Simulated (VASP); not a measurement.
# KF (P6_3/mmc) in VASP: notebook, part 2 of 2

VASP 6.6.1. Earlier steps stand in the parts before.

**3. Single point, r2SCAN (19.35 Å³/atom)**

This run uses another cell than the first one, of 19.35 Å³/atom.

Input file POSCAR:

```
KF
1.0
    3.6961741204      0.0000000000      0.0000000000
   -1.8480870602      3.2009806851      0.0000000000
    0.0000000000      0.0000000000      6.5429643345
K F
2 2
Direct
    0.0000000000      0.0000000000      0.0000000000
    0.0000000000      0.0000000000      0.5000000000
    0.3333333333      0.6666666667      0.2500000000
    0.6666666667      0.3333333333      0.7500000000
```

Input file INCAR.step1:

```
PREC = Accurate
ENCUT = 520
ISMEAR = 0
SIGMA = 0.01
LREAL = F
LASPH = T
NELM = 80
NBANDS = 24
GGA = PE
ALGO = Normal
EDIFF = 1E-4
LWAVE = T
LCHARG = F
```

Input file INCAR.step2:

```
PREC = Accurate
ENCUT = 520
EDIFF = 1E-6
ISMEAR = 0
SIGMA = 0.01
LREAL = F
LASPH = T
NELM = 80
ALGO = Normal
ISIF = 2
LWAVE = F
LCHARG = F
METAGGA = R2SCAN
LMIXTAU = T
NBANDS = 24
ISTART = 1
```

Input file KPOINTS:

```
Automatic mesh
0
Gamma
  6 6 4
```

Potentials or basis: VASP PAW PBE potentials, release 64 (K_sv, F).

Command:

```console
$ cat potpaw_PBE.64/K_sv/POTCAR potpaw_PBE.64/F/POTCAR > POTCAR
$ cp INCAR.step1 INCAR
$ mpirun -np 1 vasp_std > vasp.out
$ cp INCAR.step2 INCAR
$ mpirun -np 1 vasp_std > vasp.out
```

OUTCAR:

```text
PREC = Accurate
   ENCUT = 520
   EDIFF = 1E-6
   ISMEAR = 0
   LREAL = F
   LASPH = T
   NELM = 80
   ISIF = 2
   METAGGA = R2SCAN
   ISTART = 1

 ion  position               nearest neighbor table
   1  0.000  0.000  0.000-   3 2.69   4 2.69   4 2.69   3 2.69   4 2.69   3 2.69   2 3.27   2 3.27

   2  0.000  0.000  0.500-   3 2.69   4 2.69   4 2.69   3 2.69   4 2.69   3 2.69   1 3.27   1 3.27

   3  0.333  0.667  0.250-   1 2.69   2 2.69   1 2.69   2 2.69   1 2.69   2 2.69
   4  0.667  0.333  0.750-   1 2.69   2 2.69   1 2.69   2 2.69   1 2.69   2 2.69

  LATTYP: Found a hexagonal cell.
 ALAT       =     3.6961741204
 C/A-ratio  =     1.7701991631

  Lattice vectors:

 A1 = (   3.6961741204,   0.0000000000,   0.0000000000)
 A2 = (  -1.8480870602,   3.2009806851,   0.0000000000)
 A3 = (   0.0000000000,   0.0000000000,   6.5429643345)

Analysis of symmetry for initial positions (statically):
=====================================================================
 Subroutine PRICEL returns:
 Original cell was already a primitive cell.

 Routine SETGRP: Setting up the symmetry group for a
[... 168 lines left out ...]

  energy without entropy =      -29.79268537  energy(sigma->0) =      -29.79268537

 E-fermi :  -3.2782     XC(G=0):  -8.8171

 val. band max:       -3.3295370160   @ k =   0.0000   0.0000   0.0000
 cond. band min:       3.3828760995   @ k =   0.0000   0.0000   0.0000
 fundamental gap:      6.7124131154
 Fermi energy:        -3.2782440428

 k-point     1 :       0.0000    0.0000    0.0000
  band No.  band energies     occupation
      1     -30.7205      2.00000
      2     -30.5930      2.00000
      3     -23.2404      2.00000
      4     -23.1460      2.00000
      5     -13.6271      2.00000
      6     -13.2131      2.00000
[... 556 lines left out ...]
     23       9.2161      0.00000
     24       9.2161      0.00000

------------------------ aborting loop because EDIFF is reached ----------------------------------------

  FORCE on cell =-STRESS in cart. coord.  units (eV):
  Direction    XX          YY          ZZ          XY          YZ          ZX
  --------------------------------------------------------------------------------------
  -------------------------------------------------------------------------------------
  Total       -0.4555430     -0.4555430     -0.5334158     -0.0000000      0.0000000      0.0000000
  in kB       -9.4282255     -9.4282255    -11.0399337     -0.0000000      0.0000000      0.0000000
  external PRESSURE =      -9.9654615 kB  Pullay stress =       0.0000000 kB

 VOLUME and BASIS-vectors are now :
 -----------------------------------------------------------------------------
  energy-cutoff  :      520.00
  volume of cell :       77.41
      direct lattice vectors                 reciprocal lattice vectors
     3.696174120  0.000000000  0.000000000     0.270550025  0.156202130  0.000000000
    -1.848087060  3.200980685  0.000000000     0.000000000  0.312404259  0.000000000
     0.000000000  0.000000000  6.542964334     0.000000000  0.000000000  0.152835924

 POSITION                                       TOTAL-FORCE (eV/Angst)
 -----------------------------------------------------------------------------------
      0.00000      0.00000      0.00000         0.000000     -0.000000     -0.000000
      0.00000      0.00000      3.27148         0.000000     -0.000000     -0.000000
     -0.00000      2.13399      1.63574        -0.000000      0.000000      0.000000
      1.84809      1.06699      4.90722         0.000000     -0.000000     -0.000000
 -----------------------------------------------------------------------------------
    total drift:                                0.000000     -0.000000      0.000000

  FREE ENERGIE OF THE ION-ELECTRON SYSTEM (eV)
  ---------------------------------------------------
  free  energy   TOTEN  =       -29.7926853703 eV

  energy  without entropy=      -29.7926853703  energy(sigma->0) =      -29.79268537
```

OUTCAR.step1:

```text
PREC = Accurate
   ENCUT = 520
   ISMEAR = 0
   LREAL = F
[... 795 lines left out ...]
      0.00000      0.00000      0.00000        -0.000000      0.000000      0.000000
      0.00000      0.00000      3.27148        -0.000000      0.000000      0.000000
     -0.00000      2.13399      1.63574        -0.000000     -0.000000      0.000000
      1.84809      1.06699      4.90722         0.000000     -0.000000      0.000000
 -----------------------------------------------------------------------------------
    total drift:                                0.000000     -0.000000      0.000000

  FREE ENERGIE OF THE ION-ELECTRON SYSTEM (eV)
  ---------------------------------------------------
  free  energy   TOTEN  =       -16.4258323171 eV

  energy  without entropy=      -16.4258323171  energy(sigma->0) =      -16.42583232
```

Run time: 4.2 min. Hardware: 1 thread of Intel Xeon 8259CL, shared host; peak memory 0.22 GiB.

What came out:

```
Free energy            : -29.7927 eV
Pressure               : -1.0 GPa
Band gap on the k mesh : 6.71 eV
```

Caveat: the PAW data sets were made with another functional, which shifts forces and pressure a little. A k mesh can miss the band edges.

**4. Single point, r2SCAN (19.92 Å³/atom)**

This run uses another cell than the first one, of 19.92 Å³/atom.

Input file POSCAR:

```
KF
1.0
    3.7317164365      0.0000000000      0.0000000000
   -1.8658582182      3.2317612338      0.0000000000
    0.0000000000      0.0000000000      6.6058813128
K F
2 2
Direct
    0.0000000000      0.0000000000      0.0000000000
    0.0000000000      0.0000000000      0.5000000000
    0.3333333333      0.6666666667      0.2500000000
    0.6666666667      0.3333333333      0.7500000000
```

Input file INCAR.step1:

```
PREC = Accurate ; ENCUT = 520
ISMEAR = 0 ; SIGMA = 0.01
LREAL = F ; LASPH = T
NELM = 100 ; NBANDS = 24
GGA = PE ; ALGO = Normal
EDIFF = 1E-4 ; LWAVE = T
LCHARG = F
```

Input file INCAR.step2:

```
PREC = Accurate ; ENCUT = 520
EDIFF = 1E-7 ; ISMEAR = 0
SIGMA = 0.01 ; LREAL = F
LASPH = T ; NELM = 100
ALGO = Normal ; ISIF = 2
LWAVE = F ; LCHARG = F
METAGGA = R2SCAN ; LMIXTAU = T
NBANDS = 24 ; ISTART = 1
```

KPOINTS is that of step 3.

Command:

```console
$ cat potpaw_PBE.64/K_sv/POTCAR potpaw_PBE.64/F/POTCAR > POTCAR
$ cp INCAR.step1 INCAR
$ mpirun -np 1 vasp_std > vasp.out
$ cp INCAR.step2 INCAR
$ mpirun -np 1 vasp_std > vasp.out
```

Wall time 5 min (1 thread of Intel Xeon 8259CL, shared host); peak memory 0.22 GiB.

Results (log left out):

| Quantity | Value |
| --- | --- |
| Free energy | -29.7757 eV |
| Pressure | -1.8 GPa |
| Band gap on the k mesh | 6.57 eV |

Stress tensor (GPa, compression positive):
```
-1.71  0.00  0.00
 0.00 -1.71  0.00
 0.00  0.00 -2.03
```

Levels at points of the mesh, in eV from the valence-band top:
```
           k point  band 14  band 15  band 16  band 17  band 18  band 19
(0.00, 0.00, 0.00)    -0.08     0.00     0.00     6.57     9.68     9.78
(0.50, 0.00, 0.00)    -0.26    -0.15    -0.06     8.70    10.27    10.40
(0.00, 0.00, 0.50)    -0.12    -0.12    -0.12     7.84     7.84    10.68
(0.50, 0.00, 0.50)    -0.28    -0.18    -0.18     9.31     9.31    10.97
```

Caveat: the PAW data sets were made with another functional, which shifts forces and pressure a little.

**5. Single point, PBE**

Input file INCAR:

```
  ALGO = Normal
  EDIFF = 1E-6
  ENCUT = 520
  GGA = PE
  ISIF = 2
  ISMEAR = 0
  LASPH = T
  LCHARG = F
  LREAL = F
  LWAVE = F
  NBANDS = 24
  NELM = 100
  PREC = Accurate
  SIGMA = 0.01
```

Input file KPOINTS:

```
k-points
0
Gamma
  12 12 4
```

Input file POSCAR:

```
KF
1.0
    3.6599347855      0.0000000000      0.0000000000
   -1.8299673927      3.1695965005      0.0000000000
    0.0000000000      0.0000000000      6.4788134942
K F
2 2
Direct
    0.0000000000      0.0000000000      0.0000000000
    0.0000000000      0.0000000000      0.5000000000
    0.3333333333      0.6666666667      0.2500000000
    0.6666666667      0.3333333333      0.7500000000
```

Command:

```console
$ cat potpaw_PBE.64/K_sv/POTCAR potpaw_PBE.64/F/POTCAR > POTCAR
$ mpirun -np 1 vasp_std > vasp.out
```

It took 2.4 min on 1 thread of Intel Xeon 8259CL, shared host; peak memory 0.23 GiB.

The run converged. Its results:

```yaml
Free_energy: -16.4019 eV
Pressure: 2.1 GPa
Band_gap_on_the_k_mesh: 6.19 eV
```

Stress tensor (GPa, compression positive):
```
1.98 0.00 0.00
0.00 1.98 0.00
0.00 0.00 2.24
```

Levels at points of the mesh, in eV from the valence-band top:
| k point | band 14 | band 15 | band 16 | band 17 | band 18 | band 19 |
| --- | --- | --- | --- | --- | --- | --- |
| (0.00, 0.00, 0.00) | -0.08 | 0.00 | 0.00 | 6.19 | 9.06 | 9.42 |
| (0.50, 0.00, 0.00) | -0.25 | -0.14 | -0.06 | 8.23 | 9.78 | 9.86 |
| (0.00, 0.00, 0.50) | -0.15 | -0.15 | -0.15 | 7.51 | 7.51 | 10.17 |
| (0.50, 0.00, 0.50) | -0.31 | -0.20 | -0.20 | 8.86 | 8.86 | 10.55 |

A k mesh can miss the band edges.

**6. Single point, r2SCAN**

POSCAR is that of step 5.

INCAR.step1 is that of step 4.

INCAR.step2: that of step 4 with these lines changed.

```diff
@@ -1,3 +1,3 @@
 PREC = Accurate ; ENCUT = 520
-EDIFF = 1E-7 ; ISMEAR = 0
+EDIFF = 1E-6 ; ISMEAR = 0
 SIGMA = 0.01 ; LREAL = F
```

Input file KPOINTS:

```
regular mesh
0
Gamma
  12 12 4
```

Potentials or basis: VASP PAW PBE potentials, release 64 (K_sv, F).

Command:

```console
$ cat potpaw_PBE.64/K_sv/POTCAR potpaw_PBE.64/F/POTCAR > POTCAR
$ cp INCAR.step1 INCAR
$ mpirun -np 1 vasp_std > vasp.out
$ cp INCAR.step2 INCAR
$ mpirun -np 1 vasp_std > vasp.out
```

Wall time 9 min (1 thread of Intel Xeon 8259CL, shared host); peak memory 0.25 GiB.

Results (log left out):

* Free energy: -29.7967 eV
* Pressure: 0.0 GPa
* Band gap on the k mesh: 6.87 eV

Levels at points of the mesh, in eV from the valence-band top:
```tsv
k point	band 14	band 15	band 16	band 17	band 18	band 19
(0.00, 0.00, 0.00)	-0.08	0.00	0.00	6.87	9.79	10.12
(0.50, 0.00, 0.00)	-0.25	-0.13	-0.05	8.80	10.46	10.72
(0.00, 0.00, 0.50)	-0.14	-0.14	-0.14	8.17	8.17	10.91
(0.50, 0.00, 0.50)	-0.29	-0.20	-0.20	9.46	9.46	11.35
```

Caveat: the PAW data sets were made with another functional, which shifts forces and pressure a little.

**7. Summary**

```tsv
level	cell	k mesh	gap on the mesh (eV)	pressure (GPa)
r2SCAN	a = 3.660, b = 3.660, c = 6.479 Å, angles 90.0, 90.0, 120.0°, 4 atoms	6 × 6 × 4	6.87	0.0
r2SCAN	a = 3.696, b = 3.696, c = 6.543 Å, angles 90.0, 90.0, 120.0°, 4 atoms	6 × 6 × 4	6.71	-1.0
r2SCAN	a = 3.732, b = 3.732, c = 6.606 Å, angles 90.0, 90.0, 120.0°, 4 atoms	6 × 6 × 4	6.57	-1.8
PBE	a = 3.660, b = 3.660, c = 6.479 Å, angles 90.0, 90.0, 120.0°, 4 atoms	12 × 12 × 4	6.19	2.1
r2SCAN	a = 3.660, b = 3.660, c = 6.479 Å, angles 90.0, 90.0, 120.0°, 4 atoms	12 × 12 × 4	6.87	0.0
```

Alike in all rows: task single point; potentials or basis VASP PAW PBE potentials, release 64 (K_sv, F); no spin polarisation; cutoff (eV) 520; smearing gaussian 0.01 eV.

On the cell as given the gap runs from 6.19 eV (PBE) to 6.87 eV (r2SCAN); the meshes differ, which moves gaps too. The pressure there spans 0.0 GPa (r2SCAN) to 2.1 GPa (PBE); a positive pressure means that this level wants a larger cell, a negative one a smaller.

Caveats: the PAW data sets were made with another functional, which shifts forces and pressure a little (at least some runs).

Total energies depend on the potentials used, so only differences within one code and one set of settings carry meaning.
